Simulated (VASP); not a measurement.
# NaCl (Fm-3m) in VASP: notebook

NaCl is run at these levels: LDA, PBEsol, r2SCAN; tasks: single point.

Program: VASP 6.6.1. These are calculated values, not measurements. Logs are shortened: lines on timing, memory, paths and dates and some standing lists are left out, and cuts for length are marked.

### 1 The cell of the first run

Symmetry: Fm-3m, No. 225, cubic system. The conventional cell has a = 5.464 Å, b = 5.464 Å, c = 5.464 Å, α = 90.00°, β = 90.00°, γ = 90.00°. Na (site symmetry m-3m) has 6 Cl at 2.73 Å within 3.6 Å. Cl (site symmetry m-3m) has 6 Na at 2.73 Å within 3.6 Å.

### 2 Single point, LDA

INCAR

```
SYSTEM = NaCl
  PREC = Accurate
  ENCUT = 520
  EDIFF = 1E-7
  ISMEAR = 0
  SIGMA = 0.01
  LREAL = .FALSE.
  LASPH = .TRUE.
  NELM = 100
  ALGO = Normal
  ISIF = 2
  LWAVE = .FALSE.
  LCHARG = .FALSE.
  NBANDS = 14
```

KPOINTS

```
regular mesh
0
G
  6 6 6
  0 0 0
```

POSCAR

```
NaCl
1.0
    0.0000000000      2.7322236756      2.7322236756
    2.7322236756      0.0000000000      2.7322236756
    2.7322236756      2.7322236756      0.0000000000
Na Cl
1 1
Direct
    0.0000000000      0.0000000000      0.0000000000
    0.5000000000      0.5000000000      0.5000000000
```

Potentials or basis: VASP PAW LDA potentials, release 64 (Na_pv, Cl).

The run is started by

```console
cat potpaw_LDA.64/Na_pv/POTCAR potpaw_LDA.64/Cl/POTCAR > POTCAR
mpirun -np 1 vasp_std > vasp.out
```

OUTCAR:

```text
SYSTEM = NaCl
   PREC = Accurate
   ENCUT = 520
   EDIFF = 1E-7
   ISMEAR = 0
   LREAL = .FALSE.
   LASPH = .TRUE.
   NELM = 100
   ISIF = 2

 ion  position               nearest neighbor table
   1  0.000  0.000  0.000-
   2  0.500  0.500  0.500-

  LATTYP: Found a face centered cubic cell.
 ALAT       =     5.4644473512

  Lattice vectors:

 A1 = (   0.0000000000,   2.7322236756,   2.7322236756)
 A2 = (   2.7322236756,   0.0000000000,   2.7322236756)
 A3 = (   2.7322236756,   2.7322236756,   0.0000000000)

Analysis of symmetry for initial positions (statically):
=====================================================================
 Subroutine PRICEL returns:
 Original cell was already a primitive cell.

 Routine SETGRP: Setting up the symmetry group for a
 face centered cubic supercell.

 Subroutine GETGRP returns: Found 48 space group operations
 (whereof 48 operations were pure point group operations)
 out of a pool of 48 trial point group operations.

The static configuration has the point symmetry O_h .

Analysis of symmetry for dynamics (positions and initial velocities):
=====================================================================
 Subroutine PRICEL returns:
 Original cell was already a primitive cell.

 Routine SETGRP: Setting up the symmetry group for a
 face centered cubic supercell.

 Subroutine GETGRP returns: Found 48 space group operations
 (whereof 48 operations were pure point group operations)
 out of a pool of 48 trial point group operations.

The dynamic configuration has the point symmetry O_h .

 Subroutine INISYM returns: Found 48 space group operations
 (whereof 48 operations are pure point group operations),
 and found     1 'primitive' translations

----------------------------------------------------------------------------------------

                                     Primitive cell

  volume of cell :      40.7924

  direct lattice vectors                    reciprocal lattice vectors
     0.000000000  2.732223676  2.732223676    -0.183001123  0.183001123  0.183001123
     2.732223676  0.000000000  2.732223676     0.183001123 -0.183001123  0.183001123
     2.732223676  2.732223676  0.000000000     0.183001123  0.183001123 -0.183001123

  length of vectors
     3.863947777  3.863947777  3.863947777     0.316967242  0.316967242  0.316967242

  position of ions in fractional coordinates (direct lattice)
     0.000000000  0.000000000  0.000000000
     0.500000000  0.500000000  0.500000000

  ion indices of the primitive-cell ions
   primitive index   ion index
                 1           1
[... 76 lines left out ...]
   NUPDOWN=      -1.0000    fix difference up-down
   EMIN   =  10.00;   EMAX   =-10.00  energy-range for DOS
   EFERMI =   0.00;   METHOD = LEGACY
   ISMEAR =     0;   SIGMA  =   0.01  broadening in eV -4-tet -1-fermi 0-gaus
   EFERMI_NEDOS =   21; number of points for ismear=-14 and -15
   IALGO  =     38    algorithm
   IMIX   =      4    mixing-type and parameters
     AMIX     =   0.40;   BMIX     =  1.00
     AMIX_MAG =   1.60;   BMIX_MAG =  1.00
  volume/ion in A,a.u.               =      20.40       137.64
  Fermi-wavevector in a.u.,A,eV,Ry     =   1.146193  2.165992 17.874783  1.313759
  Thomas-Fermi vector in A             =   2.282879
   LORBIT       =      0    0 simple, 1 ext, 2 COOP (PROOUT), +10 PAW based schemes
   GGA     = CA    functional components
   LHFCALC =     F    Hartree Fock is set to
   AEXX    =    0.0000 exact exchange contribution
   IVDW    =     0    specifies the selected vdW correction
   LEPSILON=     F    determine dielectric tensor
   LRPA    =     F    only Hartree local field effects (RPA)
 non-spin polarized calculation
 Gauss-broadening in eV      SIGMA  =   0.01
  energy-cutoff  :      520.00
  volume of cell :       40.79
 maximum number of plane-waves:      1113
 NGX is ok and might be reduce to    30
   NGX = 15   NGY = 15   NGZ = 15

 number of electron      13.9999993 magnetization

 Free energy of the ion-electron system (eV)
  ---------------------------------------------------
  ext. energy  EPLUGINS =         0.00000000
  ---------------------------------------------------
  free energy    TOTEN  =        -7.38914961 eV

  energy without entropy =       -7.38914961  energy(sigma->0) =       -7.38914961

 E-fermi :  -0.3005     XC(G=0):  -9.1376

 val. band max:       -0.3579299067   @ k =   0.0000   0.0000   0.0000
 cond. band min:       4.7225233128   @ k =   0.0000   0.0000   0.0000
 fundamental gap:      5.0804532195
 Fermi energy:        -0.3004698696

 k-point     1 :       0.0000    0.0000    0.0000
  band No.  band energies     occupation
      1     -20.9857      2.00000
      2     -20.9857      2.00000
      3     -20.9857      2.00000
      4     -13.1816      2.00000
      5      -0.3579      2.00000
      6      -0.3579      2.00000
      7      -0.3579      2.00000
      8       4.7225      0.00000
      9      10.5714      0.00000
     10      10.5714      0.00000
     11      10.5714      0.00000
     12      12.9289      0.00000
     13      12.9289      0.00000
     14      14.4569      0.00000
[... 241 lines left out ...]
      1     -21.0133      2.00000
      2     -21.0035      2.00000
      3     -21.0015      2.00000
      4     -12.6369      2.00000
      5      -2.1046      2.00000
      6      -1.4734      2.00000
      7      -1.2387      2.00000
      8       8.0269      0.00000
      9       8.2772      0.00000
     10      10.2550      0.00000
     11      11.8800      0.00000
     12      15.2222      0.00000
     13      16.3099      0.00000
     14      16.3464      0.00000

------------------------ aborting loop because EDIFF is reached ----------------------------------------

  FORCE on cell =-STRESS in cart. coord.  units (eV):
  Direction    XX          YY          ZZ          XY          YZ          ZX
  --------------------------------------------------------------------------------------
  -------------------------------------------------------------------------------------
  Total       -0.0007778     -0.0007778     -0.0007778      0.0000000      0.0000000      0.0000000
  in kB       -0.0305509     -0.0305509     -0.0305509      0.0000000      0.0000000      0.0000000
  external PRESSURE =      -0.0305509 kB  Pullay stress =       0.0000000 kB

 VOLUME and BASIS-vectors are now :
 -----------------------------------------------------------------------------
  energy-cutoff  :      520.00
  volume of cell :       40.79
      direct lattice vectors                 reciprocal lattice vectors
     0.000000000  2.732223676  2.732223676    -0.183001123  0.183001123  0.183001123
     2.732223676  0.000000000  2.732223676     0.183001123 -0.183001123  0.183001123
     2.732223676  2.732223676  0.000000000     0.183001123  0.183001123 -0.183001123

 POSITION                                       TOTAL-FORCE (eV/Angst)
 -----------------------------------------------------------------------------------
      0.00000      0.00000      0.00000         0.000000      0.000000      0.000000
      2.73222      2.73222      2.73222        -0.000000     -0.000000     -0.000000
 -----------------------------------------------------------------------------------
    total drift:                               -0.000000      0.000000      0.000000

  FREE ENERGIE OF THE ION-ELECTRON SYSTEM (eV)
  ---------------------------------------------------
  free  energy   TOTEN  =        -7.3891496136 eV

  energy  without entropy=       -7.3891496136  energy(sigma->0) =       -7.38914961
```

Run time: 9 s. Hardware: 1 thread of AMD EPYC 7R43 (Zen 3), shared host; peak memory 0.1 GiB.

Results:

| Property | Result |
| --- | --- |
| Free energy | -7.3891 eV |
| Pressure | 0.0 GPa |
| Band gap on the k mesh | 5.08 eV, direct |

As with any semilocal functional, this LDA gap is likely too small.

### 3 Single point, PBEsol

This run uses another cell than the first one, of 21.98 Å³/atom, 1.077 times its volume.

INCAR

```
SYSTEM = NaCl
PREC = Accurate
ENCUT = 520
EDIFF = 1E-6
ISMEAR = 0
SIGMA = 0.01
LREAL = .False.
LASPH = .True.
NELM = 100
ALGO = Normal
ISIF = 2
LWAVE = .False.
LCHARG = .False.
GGA = PS
NBANDS = 14
```

KPOINTS

```
regular mesh
0
Gamma
  6 6 6
  0 0 0
```

POSCAR

```
NaCl
1.0
    0.0000000000      2.8009848099      2.8009848099
    2.8009848099      0.0000000000      2.8009848099
    2.8009848099      2.8009848099      0.0000000000
Na Cl
1 1
Direct
    0.0000000000      0.0000000000      0.0000000000
    0.5000000000      0.5000000000      0.5000000000
```

Potentials or basis: VASP PAW PBE potentials, release 64 (Na_pv, Cl).

The run is started by

```console
cat potpaw_PBE.64/Na_pv/POTCAR potpaw_PBE.64/Cl/POTCAR > POTCAR
mpirun -np 1 vasp_std > vasp.out
```

It took 10 s on 1 thread of AMD EPYC 7R43 (Zen 3), shared host; peak memory 0.12 GiB.

It converged, with:

| Quantity | Value |
| --- | --- |
| Free energy | -6.9983 eV |
| Pressure | 0.0 GPa |
| Band gap on the k mesh | 5.01 eV, direct |

Levels at points of the mesh, in eV from the valence-band top:
```tsv
k point	band 4	band 5	band 6	band 7	band 8	band 9	band 10	band 11
(0.00, 0.00, 0.00)	-12.69	0.00	0.00	0.00	5.01	11.02	11.02	11.02
(0.50, 0.00, 0.00)	-12.32	-2.03	-0.28	-0.28	7.11	10.66	10.91	10.91
(0.50, 0.50, 0.00)	-12.27	-1.76	-0.63	-0.63	7.49	7.87	11.27	14.80
```

Caveat: the PAW data sets were made with another functional, which shifts forces and pressure a little.

### 4 Single point, r2SCAN

This run uses another cell than the first one, of 22.05 Å³/atom, 1.081 times its volume.

POSCAR

```
NaCl
1.0
    0.0000000000      2.8039677112      2.8039677112
    2.8039677112      0.0000000000      2.8039677112
    2.8039677112      2.8039677112      0.0000000000
Na Cl
1 1
Direct
    0.0000000000      0.0000000000      0.0000000000
    0.5000000000      0.5000000000      0.5000000000
```

INCAR.step1

```
PREC = Accurate
ENCUT = 520
ISMEAR = 0
SIGMA = 0.01
LREAL = False
LASPH = True
NELM = 100
NBANDS = 14
GGA = PE
ALGO = Normal
EDIFF = 1E-4
LWAVE = True
LCHARG = False
```

INCAR.step2

```
PREC = Accurate
ENCUT = 520
EDIFF = 1E-6
ISMEAR = 0
SIGMA = 0.01
LREAL = False
LASPH = True
NELM = 100
ALGO = Normal
ISIF = 2
LWAVE = False
LCHARG = True
METAGGA = R2SCAN
LMIXTAU = True
LELF = True
LVHAR = True
NBANDS = 14
ISTART = 1
```

KPOINTS

```
Automatic mesh
0
Gamma
  6 6 6
```

The run is started by

```console
cat potpaw_PBE.64/Na_pv/POTCAR potpaw_PBE.64/Cl/POTCAR > POTCAR
cp INCAR.step1 INCAR
mpirun -np 1 vasp_std > vasp.out
cp INCAR.step2 INCAR
mpirun -np 1 vasp_std > vasp.out
```

Run time: 52 s. Hardware: 1 thread of AMD EPYC 7R43 (Zen 3), shared host; peak memory 0.13 GiB.

The run converged. Its results:

```yaml
Free_energy: -13.7900 eV
Pressure: -0.2 GPa
Band_gap_on_the_k_mesh: 5.99 eV, direct
```

Levels at points of the mesh, in eV from the valence-band top:
| k point | band 5 | band 6 | band 7 | band 8 | band 9 | band 10 |
| --- | --- | --- | --- | --- | --- | --- |
| (0.00, 0.00, 0.00) | 0.00 | 0.00 | 0.00 | 5.99 | 11.78 | 11.78 |
| (0.50, 0.00, 0.00) | -1.97 | -0.29 | -0.29 | 7.98 | 11.76 | 11.81 |
| (0.50, 0.50, 0.00) | -1.73 | -0.62 | -0.62 | 8.49 | 8.60 | 12.34 |

Caveat: the PAW data sets were made with another functional, which shifts forces and pressure a little.

### 5 Summary

| level | potentials or basis | cell | gap on the mesh (eV) | pressure (GPa) |
| --- | --- | --- | --- | --- |
| LDA | VASP PAW LDA potentials, release 64 (Na_pv, Cl) | a = 3.864 Å, angles 60.0°, 2 atoms | 5.08 | 0.0 |
| PBEsol | VASP PAW PBE potentials, release 64 (Na_pv, Cl) | a = 3.961 Å, angles 60.0°, 2 atoms | 5.01 | 0.0 |
| r2SCAN | VASP PAW PBE potentials, release 64 (Na_pv, Cl) | a = 3.965 Å, angles 60.0°, 2 atoms | 5.99 | -0.2 |

Alike in all rows: task single point; no spin polarisation; k mesh 6 × 6 × 6; cutoff (eV) 520; smearing gaussian 0.01 eV.

Caveats: the PAW data sets were made with another functional, which shifts forces and pressure a little (some runs).

Absolute energies hang on the potentials; compare differences alone.
